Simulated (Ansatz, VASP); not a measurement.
**BaTe in VASP and in Ansatz**

```
Ba Te
1.0
     0.04339    3.47140    3.47140
     3.51479    0.00000    3.51479
     3.47140    3.47140    0.04339
Ba Te
1 1
Cartesian
  0.0000 0.0000 0.0000
  3.5148 3.4714 3.5148
```

Change from the starting cell: strain +0.0250 x Voigt [0, 0, 0, 0, 1, 0], atoms carried along.

Alike in both runs: task single point; functional PBEsol; k mesh 8 × 8 × 8; occupations gaussian, width 0.05 eV; no spin polarisation.

|  | VASP | Ansatz |
| --- | --- | --- |
| version | VASP 6.6.1 | Ansatz 0.2.0 |
| potentials or method | VASP PAW PBE potentials, release 64 (Ba_sv, Te), cutoff 520 eV | scalar-relativistic, plane waves, PAW |
| valence electrons in the cell | 16 | 26 |

VASP gave:

| Property | Result |
| --- | --- |
| gap on the k mesh at the Fermi level (eV) | 1.33 |
| least direct gap on the mesh (eV) | 1.71 |
| pressure (GPa) | 0.4 |
| traceless stress, the component that is largest in VASP (GPa) | -0.27 |

Q: Which values does Ansatz return?

A: gap on the k mesh at the Fermi level (eV): 1.42; least direct gap on the mesh (eV): 1.76; pressure (GPa): 0.0; traceless stress, the component that is largest in VASP (GPa): -0.28.

VASP's potentials were made for PBE, not for PBEsol. The functional is the same, so the differences come from potentials, cutoffs and numerics. VASP's potentials hold 16 valence electrons a cell and Ansatz's 26, so a difference there can come from the potentials and not from the codes.

Neither program's run includes spin-orbit coupling.
